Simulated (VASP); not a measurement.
# Cd (C2/m) in VASP: notebook

The runs below take Cd through single point, with PBE.

Program: VASP 6.6.1. These are calculated values, not measurements. Logs are shortened: lines on timing, memory, paths and dates and some standing lists are left out, and cuts for length are marked.

## 1. The cell of the first run

It takes space group C2/m (No. 12, monoclinic). Conventional cell: a = 5.160 Å, b = 2.979 Å, c = 5.618 Å, α = 90.00°, β = 90.00°, γ = 90.00°. Within 3.8 Å of Cd (site symmetry m) lie 12 Cd at 2.68 to 3.73 Å.

## 2. Single point, PBE (atom 1 (Cd) moved by (-0.600, -0.600) A along y and z)

Input file INCAR:

```
PREC     = Accurate       # precision mode
ENCUT    = 520            # plane-wave cutoff, eV
EDIFF    = 1E-7           # SCF threshold, eV
ISMEAR   = 0              # smearing method
SIGMA    = 0.15           # smearing width, eV
LREAL    = F              # projectors in reciprocal space
LASPH    = T              # aspherical terms in the spheres
NELM     = 60             # most SCF steps
ALGO     = Fast           # electronic algorithm
ISIF     = 2              # what is computed and relaxed
LWAVE    = F              # write WAVECAR
LCHARG   = F              # write CHGCAR
GGA      = PE             # functional
NBANDS   = 19             # bands
```

Input file KPOINTS:

```
Automatic mesh
0
Gamma
  18 18 8
```

Input file POSCAR:

```
Cd
1.0
    2.9788725081      0.0000000000      0.0000000000
   -1.4894362540      2.5797792666      0.0000000000
    0.0000000000      0.0000000000      5.6176500000
Cd
2
Direct
    0.2170443144      0.4340886288      0.1431937732
    0.6666666667      0.3333333333      0.7500000000
```

Potentials or basis: VASP PAW PBE potentials, release 64 (Cd).

Launch:

```console
> cat potpaw_PBE.64/Cd/POTCAR > POTCAR
> mpirun -np 1 vasp_std > vasp.out
```

OUTCAR:

```text
PREC = Accurate
   ENCUT = 520
   EDIFF = 1E-7
   ISMEAR = 0
   LREAL = F
   LASPH = T
   NELM = 60
   ISIF = 2
   GGA = PE

 ion  position               nearest neighbor table
   1  0.217  0.434  0.143-   2 2.68   2 2.68   2 3.20   2 3.60   2 3.73   2 3.73
   2  0.667  0.333  0.750-   1 2.68   1 2.68   1 3.20   1 3.60   1 3.73   1 3.73

  LATTYP: Found a hexagonal cell.
 ALAT       =     2.9788725081
 C/A-ratio  =     1.8858309594

  Lattice vectors:

 A1 = (   2.9788725081,   0.0000000000,   0.0000000000)
 A2 = (  -1.4894362540,   2.5797792666,   0.0000000000)
 A3 = (   0.0000000000,   0.0000000000,   5.6176500000)

Analysis of symmetry for initial positions (statically):
=====================================================================
 Subroutine PRICEL returns:
 Original cell was already a primitive cell.

 Routine SETGRP: Setting up the symmetry group for a
 hexagonal supercell.

 Subroutine GETGRP returns: Found  4 space group operations
 (whereof  2 operations were pure point group operations)
 out of a pool of 24 trial point group operations.

The static configuration has the point symmetry C_1h.
 The point group associated with its full space group is C_2h.

Analysis of symmetry for dynamics (positions and initial velocities):
=====================================================================
 Subroutine PRICEL returns:
 Original cell was already a primitive cell.

 Routine SETGRP: Setting up the symmetry group for a
 hexagonal supercell.

 Subroutine GETGRP returns: Found  4 space group operations
 (whereof  2 operations were pure point group operations)
 out of a pool of 24 trial point group operations.

The dynamic configuration has the point symmetry C_1h.
 The point group associated with its full space group is C_2h.

 Subroutine INISYM returns: Found  4 space group operations
 (whereof  2 operations are pure point group operations),
 and found     1 'primitive' translations

----------------------------------------------------------------------------------------

                                     Primitive cell

  volume of cell :      43.1707

  direct lattice vectors                    reciprocal lattice vectors
     2.978872508  0.000000000  0.000000000     0.335697482  0.193815032  0.000000000
    -1.489436254  2.579779267  0.000000000     0.000000000  0.387630063  0.000000000
     0.000000000  0.000000000  5.617650000     0.000000000  0.000000000  0.178010378

  length of vectors
     2.978872508  2.978872508  5.617650000     0.387630063  0.387630063  0.178010378

  position of ions in fractional coordinates (direct lattice)
     0.217044314  0.434088629  0.143193773
     0.666666667  0.333333333  0.750000000

  ion indices of the primitive-cell ions
   primitive index   ion index
                 1           1
                 2           2

----------------------------------------------------------------------------------------

 KPOINTS: Automatic mesh

Automatic generation of k-mesh.
 Grid dimensions read from file:
 generate k-points for:   18   18    8

 Generating k-lattice:

  Cartesian coordinates                     Fractional coordinates (reciprocal lattice)
     0.018649860  0.010767502  0.000000000     0.055555556 -0.000000000  0.000000000
     0.000000000  0.021535004  0.000000000     0.000000000  0.055555556  0.000000000
     0.000000000  0.000000000  0.022251297     0.000000000  0.000000000  0.125000000

  Length of vectors
     0.021535004  0.021535004  0.022251297

  Shift w.r.t. Gamma in fractional coordinates (k-lattice)
     0.000000000  0.000000000  0.000000000

 Subroutine IBZKPT returns following result:
 ===========================================

 Found    695 irreducible k-points:

 Following reciprocal coordinates:
            Coordinates               Weight
  0.000000  0.000000  0.000000      1.000000
  0.055556 -0.000000  0.000000      4.000000
  0.000000  0.055556  0.000000      2.000000
  0.111111 -0.000000  0.000000      4.000000
  0.000000  0.111111  0.000000      2.000000
  0.166667  0.000000  0.000000      4.000000
[... 16 lines left out ...]
 -0.055556  0.166667  0.000000      4.000000
 -0.166667  0.111111  0.000000      4.000000
 [... further k-points ...]
   k-points           NKPTS =    695   k-points in BZ     NKDIM =    695   number of bands    NBANDS=     19
   number of dos      NEDOS =    301   number of ions     NIONS =      2
   total plane-waves  NPLWV =  24192
   dimension x,y,z NGX =    24 NGY =   24 NGZ =   42
   dimension x,y,z NGXF=    48 NGYF=   48 NGZF=   84
   ions per type =               2
   NGX,Y,Z   is equivalent  to a cutoff of  13.39, 13.39, 12.43 a.u.
   NGXF,Y,Z  is equivalent  to a cutoff of  26.79, 26.79, 24.86 a.u.
 SYSTEM =  unknown system
   PREC   = accura    normal or accurate (medium, high low for compatibility)
   ISTART =      0    job   : 0-new  1-cont  2-samecut
   ICHARG =      2    charge: 1-file 2-atom 10-const
   ISPIN  =      1    spin polarized calculation?
   LNONCOLLINEAR =      F non collinear calculations
   LSORBIT =      F    spin-orbit coupling
   LASPH  =      T    aspherical Exc in radial PAW
   ENCUT  =  520.0 eV  38.22 Ry    6.18 a.u.   5.54  5.54 10.45*2*pi/ulx,y,z
   NELM   =     60;   NELMIN=  2; NELMDL= -5     # of ELM steps
   EDIFF  = 0.1E-06   stopping-criterion for ELM
   LREAL  =      F    real-space projection
   EDIFFG = 0.1E-05   stopping-criterion for IOM
   NSW    =      0    number of steps for IOM
   IBRION =     -1    ionic relax: 0-MD 1-quasi-New 2-CG
   NFREE  =      0    steps in history (QN), initial steepest desc. (CG)
   ISIF   =      2    stress and relaxation
   ISYM   =      2    0-nonsym 1-usesym 2-fastsym
   POTIM  = 0.5000    time-step for ionic-motion
   TEBEG  =    0.0;   TEEND  =   0.0 temperature during run
   PSTRESS=    0.0 pullay stress
   NELECT =      24.0000    total number of electrons
   NUPDOWN=      -1.0000    fix difference up-down
   EMIN   =  10.00;   EMAX   =-10.00  energy-range for DOS
   EFERMI =   0.00;   METHOD = LEGACY
   ISMEAR =     0;   SIGMA  =   0.15  broadening in eV -4-tet -1-fermi 0-gaus
   EFERMI_NEDOS =   21; number of points for ismear=-14 and -15
   IALGO  =     68    algorithm
   IMIX   =      4    mixing-type and parameters
     AMIX     =   0.40;   BMIX     =  1.00
     AMIX_MAG =   1.60;   BMIX_MAG =  1.00
  volume/ion in A,a.u.               =      21.59       145.67
  Fermi-wavevector in a.u.,A,eV,Ry     =   1.346115  2.543789 24.654109  1.812026
  Thomas-Fermi vector in A             =   2.473973
   LORBIT       =      0    0 simple, 1 ext, 2 COOP (PROOUT), +10 PAW based schemes
   GGA     = PE    functional components
   LHFCALC =     F    Hartree Fock is set to
   AEXX    =    0.0000 exact exchange contribution
   IVDW    =     0    specifies the selected vdW correction
   LEPSILON=     F    determine dielectric tensor
   LRPA    =     F    only Hartree local field effects (RPA)
 non-spin polarized calculation
 RMM-DIIS sequential band-by-band and
 Gauss-broadening in eV      SIGMA  =   0.15
  energy-cutoff  :      520.00
  volume of cell :       43.17
 maximum number of plane-waves:      1188
 NGX is ok and might be reduce to    24
   NGX = 11   NGY = 11   NGZ = 21

 number of electron      23.9999998 magnetization

 Free energy of the ion-electron system (eV)
  ---------------------------------------------------
  ext. energy  EPLUGINS =         0.00000000
  ---------------------------------------------------
  free energy    TOTEN  =        -0.85971100 eV

  energy without entropy =       -0.85227141  energy(sigma->0) =       -0.85599120

 E-fermi :   3.0806     XC(G=0): -10.9257

 val. band max:        3.0735083546   @ k =   0.2778   0.3889   0.1250
 cond. band min:       3.0823935467   @ k =   0.2222   0.2222   0.0000
 fundamental gap:      0.0088851921
 Fermi energy:         3.0805797175

 k-point     1 :       0.0000    0.0000    0.0000
  band No.  band energies     occupation
      1      -7.3719      2.00000
      2      -6.9196      2.00000
      3      -6.6250      2.00000
      4      -6.6123      2.00000
      5      -6.5704      2.00000
      6      -6.4055      2.00000
[... 11 lines left out ...]
     18      17.0332      0.00000
     19      20.0893      0.00000

 k-point     2 :       0.0556   -0.0000    0.0000
  band No.  band energies     occupation
      1      -7.3399      2.00000
      2      -6.9059      2.00000
      3      -6.6215      2.00000
      4      -6.5776      2.00000
      5      -6.5579      2.00000
      6      -6.3910      2.00000
[... 11 lines left out ...]
     18      16.7551      0.00000
     19      19.8913      0.00000

 k-point     3 :       0.0000    0.0556    0.0000
  band No.  band energies     occupation
      1      -7.3522      2.00000
      2      -6.9025      2.00000
      3      -6.6060      2.00000
      4      -6.5947      2.00000
      5      -6.5595      2.00000
      6      -6.4053      2.00000
[... 11 lines left out ...]
     18      16.7230      0.00000
     19      20.0492      0.00000

 k-point     4 :       0.1111   -0.0000    0.0000
  band No.  band energies     occupation
      1      -7.2552      2.00000
      2      -6.8822      2.00000
      3      -6.6599      2.00000
      4      -6.5845      2.00000
      5      -6.4450      2.00000
      6      -6.3172      2.00000
[... 407 lines left out ...]
     18      17.1416      0.00000
     19      18.2276      0.00000

 k-point    23 :      -0.0556    0.1667    0.0000
  band No.  band energies     occupation
      1      -7.2564      2.00000
      2      -6.8906      2.00000
      3      -6.6062      2.00000
      4      -6.5786      2.00000
      5      -6.4595      2.00000
      6      -6.3632      2.00000
[... 11 lines left out ...]
     18      17.2376      0.00000
     19      18.0765      0.00000

 k-point    24 :      -0.1667    0.1111    0.0000
  band No.  band energies     occupation
      1      -7.1823      2.00000
      2      -6.8554      2.00000
      3      -6.7131      2.00000
      4      -6.5710      2.00000
      5      -6.4344      2.00000
      6      -6.2613      2.00000
[... 11 lines left out ...]
     18      17.2847      0.00000
     19      18.0868      0.00000

 [... further k-points ...]

------------------------ aborting loop because EDIFF is reached ----------------------------------------

  FORCE on cell =-STRESS in cart. coord.  units (eV):
  Direction    XX          YY          ZZ          XY          YZ          ZX
  --------------------------------------------------------------------------------------
  -------------------------------------------------------------------------------------
  Total        2.9675104      2.4204306      4.4185819      0.0000000      0.3943771      0.0000000
  in kB      110.1320413     89.8284865    163.9850866      0.0000000     14.6363626      0.0000000
  external PRESSURE =     121.3152048 kB  Pullay stress =       0.0000000 kB

 VOLUME and BASIS-vectors are now :
 -----------------------------------------------------------------------------
  energy-cutoff  :      520.00
  volume of cell :       43.17
      direct lattice vectors                 reciprocal lattice vectors
     2.978872508  0.000000000  0.000000000     0.335697482  0.193815032  0.000000000
    -1.489436254  2.579779267  0.000000000     0.000000000  0.387630063  0.000000000
     0.000000000  0.000000000  5.617650000     0.000000000  0.000000000  0.178010378

 POSITION                                       TOTAL-FORCE (eV/Angst)
 -----------------------------------------------------------------------------------
      0.00000      1.11985      0.80441         0.000000      0.185874      2.427279
      1.48944      0.85993      4.21324        -0.000000     -0.185874     -2.427279
 -----------------------------------------------------------------------------------
    total drift:                                0.000000     -0.000002      0.000027

  FREE ENERGIE OF THE ION-ELECTRON SYSTEM (eV)
  ---------------------------------------------------
  free  energy   TOTEN  =        -0.8597110007 eV

  energy  without entropy=       -0.8522714051  energy(sigma->0) =       -0.85599120
```

Run time: 11 min. Hardware: 1 thread of Intel Xeon 8259CL, shared host; peak memory 0.54 GiB.

Results:

| Item | Value |
| --- | --- |
| Free energy | -0.8597 eV |
| Pressure | 12.1 GPa |
| Largest force | 2.434 eV/Å |
| Band gap on the k mesh | zero (bands 12 and 13 overlap by 4.08 eV) |

Forces in eV/Å, atoms in the order of the input:
```
Cd   0.000  0.186  2.427
Cd   0.000 -0.186 -2.427
```

Caveat: the cell differs from its parent crystal (atom 1 (Cd) moved by (-0.600, -0.600) A along y and z); the stress differs along the axes, from 9 to 16 GPa; forces of over 1 eV/Å act on the atoms, so gaps and moduli don't describe the material at rest.

[end of part 1 of 2]
